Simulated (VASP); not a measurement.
Input of a VASP 6.6.1 run:

Contents of INCAR:

```
ALGO = Normal
EDIFF = 1E-6
ENCUT = 520
GGA = RE
ISIF = 2
ISMEAR = -1
LASPH = T
LCHARG = F
LREAL = F
LWAVE = F
NBANDS = 11
NELM = 100
PREC = Accurate
SIGMA = 0.05
```

The input KPOINTS:

```
k-points
0
Gamma
  10 10 10
```

POSCAR

```
BP
1.0
    0.0000000000      2.2838654000      2.2838654000
    2.2838654000      0.0000000000      2.2838654000
    2.2838654000      2.2838654000      0.0000000000
P B
1 1
Direct
    0.7500000000      0.7500000000      0.7500000000
    0.0000000000      0.0000000000      0.0000000000
```

Potentials or basis: VASP PAW PBE potentials, release 64 (P, B).

Run with:

```sh
$ cat potpaw_PBE.64/P/POTCAR potpaw_PBE.64/B/POTCAR > POTCAR
$ mpirun -np 1 vasp_std > vasp.out
```

Task: Estimate the pressure.

Result: -0.3 GPa.

Task: Predict the band gap on the k mesh.

Result: 1.27 eV (least direct gap 3.37 eV).

Caveat: the PAW data sets were made with another functional, which shifts forces and pressure a little. A k mesh can miss the band edges.
